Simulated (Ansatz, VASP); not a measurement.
# Al in VASP and in Ansatz

File INCAR:

```
SYSTEM = Al
ALGO = Normal
EDIFF = 1E-6
ENCUT = 520
GGA = PS
ISIF = 2
ISMEAR = 0
LASPH = .TRUE.
LCHARG = .FALSE.
LREAL = .FALSE.
LWAVE = .FALSE.
NBANDS = 10
NELM = 100
PREC = Accurate
SIGMA = 0.15
```

File KPOINTS:

```
k-points
0
G
  18 18 10
  0 0 0
```

The input POSCAR:

```
Al
1.0
    2.8896000000      0.0000000000      0.0000000000
   -1.4448000000      2.5024670068      0.0000000000
    0.0000000000      0.0000000000      4.2672000000
Al
2
Direct
    0.6666666667      0.3333333333      0.7500000000
    0.3333333333      0.6666666667      0.2500000000
```

Input for Ansatz:

```yaml
crystal:
  lattice:
    - [2.8896, 0.0, 0.0]
    - [-1.4448, 2.5024670068, 0.0]
    - [0.0, 0.0, 4.2672]
  atoms:
    - { symbol: Al, position: [0.6666666667, 0.3333333333, 0.75] }
    - { symbol: Al, position: [0.3333333333, 0.6666666667, 0.25] }
basis:
  ecutwfc: 420
kpoints:
  mp_grid: { grid: [18, 18, 10] }
hamiltonian:
  xc: pbesol
  pseudopotentials: { kind: paw, azcp: { folder: soft_1 } }
scf:
  occupations: { method: gaussian, width: 0.15 }
output:
  forces: true
  stress: true
  eigenvalues: true
  write_density: true
  write_potential: true
  elf: true
  volumetric_format: npy
```

Alike in both runs: task single point; functional PBEsol; k mesh 18 × 18 × 10; occupations gaussian, width 0.15 eV; no spin polarisation.

|  | VASP | Ansatz |
| --- | --- | --- |
| version | VASP 6.6.1 | Ansatz 0.2.0 |
| potentials or method | VASP PAW PBE potentials, release 64 (Al), cutoff 520 eV | scalar-relativistic, plane waves, PAW |
| valence electrons in the cell | 6 | 6 |

VASP gave:

```
gap on the k mesh at the Fermi level (eV)                     : none
pressure (GPa)                                                : 6.2
traceless stress, the component that is largest in VASP (GPa) : 6.46
```

Q: Estimate Ansatz's values.

A: gap on the k mesh at the Fermi level (eV): none; pressure (GPa): 6.1; traceless stress, the component that is largest in VASP (GPa): 6.42.

VASP's potentials were made for PBE, not for PBEsol, and Ansatz warns of the same on its side. A gap of «none» marks a metal or a gap that the smearing closes.
